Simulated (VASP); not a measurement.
Here is a VASP 6.6.1 calculation.

File POSCAR:

```
Te2Mo
1.0
    3.5194547085      0.0000000000      0.0000000000
   -1.7597273543      3.0479371850      0.0000000000
    0.0000000000      0.0000000000      7.2144517852
Mo Te
1 2
Direct
    0.0000000000      0.0000000000      0.0000000000
    0.3333333333      0.6666666667      0.2534156295
    0.6666666667      0.3333333333      0.7465843705
```

Contents of INCAR.step1:

```
  ALGO = Normal
  EDIFF = 1E-4
  ENCUT = 520
  GGA = PE
  ISMEAR = -1
  LASPH = True
  LCHARG = False
  LREAL = False
  LWAVE = True
  NBANDS = 20
  NELM = 100
  PREC = Accurate
  SIGMA = 0.02
```

The input INCAR.step2:

```
  ALGO = Normal
  BPARAM = 11.95
  CPARAM = 0.0093
  EDIFF = 1E-7
  ENCUT = 520
  ISIF = 2
  ISMEAR = -1
  ISTART = 1
  IVDW_NL = 2
  LASPH = True
  LCHARG = False
  LMIXTAU = True
  LREAL = False
  LUSE_VDW = True
  LWAVE = False
  METAGGA = R2SCAN
  NBANDS = 20
  NELM = 100
  PREC = Accurate
  SIGMA = 0.02
```

File KPOINTS:

```
k-points
0
Gamma
  12 12 4
```

Potentials or basis: VASP PAW PBE potentials, release 64 (Mo_sv, Te).

Launch:

```sh
$ cat potpaw_PBE.64/Mo_sv/POTCAR potpaw_PBE.64/Te/POTCAR > POTCAR
$ cp INCAR.step1 INCAR
$ mpirun -np 1 vasp_std > vasp.out
$ cp INCAR.step2 INCAR
$ mpirun -np 1 vasp_std > vasp.out
```

**Question.** What does it give for the largest force?

**Answer.** 0.049 eV/Å.

**Question.** What does it give for the pressure?

**Answer.** 0.4 GPa.

Forces in eV/Å, atoms in the order of the input:
```
Mo   0.000  0.000  0.000
Te   0.000  0.000  0.049
Te   0.000  0.000 -0.049
```

Caveat: the PAW data sets were made with another functional, which shifts forces and pressure a little.
